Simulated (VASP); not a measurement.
CoO:

```
Co O
1.0
    -1.50800    1.50800    2.10725
     1.50800   -1.50800    2.10725
     1.50800    1.50800   -2.10725
Co O
1 1
Direct
  0.00000 0.00000 0.00000
  0.50000 0.50000 0.00000
```

```yaml
Program: VASP 6.6.1
Task: relaxation of cell and atoms
Functional: PBEsol
Potentials_or_basis: VASP PAW PBE potentials, release 64 (Co, O)
Cutoff: 600 eV
k_mesh: 4 × 4 × 4
Occupations: gaussian, width 0.1 eV
Spin: collinear spin, ferromagnetic start
Starting_moments: "[2.74, 0.38] μB"
```

At the start: pressure -16.0 GPa; volume 9.58 Å³/atom.

**Question.** Where does the relaxation end?

**Answer.** Over 8 steps the energy falls by 43.0 meV/atom and the volume is 8.80 Å³/atom (-8.2 %); space group Fm-3m (No. 225, to 0.1 Å) before and after; moment 2.38 μB per cell.

The path:
```tsv
step	energy change (eV)	largest force (eV/Å)	pressure (GPa)	volume (Å³)
1	0.0000	0.0000	-15.99	19.17
2	-0.0421	0.0000	15.12	16.64
3	-0.0854	0.0000	-0.10	17.61
4	-0.0853	0.0000	0.28	17.58
5	-0.0857	0.0000	0.34	17.58
6	-0.0860	0.0000	0.43	17.57
7	-0.0860	0.0000	-0.57	17.64
8	-0.0861	0.0000	-0.01	17.60
```

Final structure:
```yaml
crystal:
  lattice:
    - [-1.45984, 1.45984, 2.06460]
    - [1.45984, -1.45984, 2.06460]
    - [1.45984, 1.45984, -2.06460]
  atoms:
    - { symbol: Co, position: [0.00000, 0.00000, 0.00000] }
    - { symbol: O, position: [0.50000, 0.50000, 0.00000] }
```

Caveat: the k points lie up to 0.66 Å⁻¹ apart in the final cell; the PAW data sets were made with another functional, which shifts forces and pressure a little; a cell with one magnetic atom can't hold antiferromagnetic order, which such compounds often take.
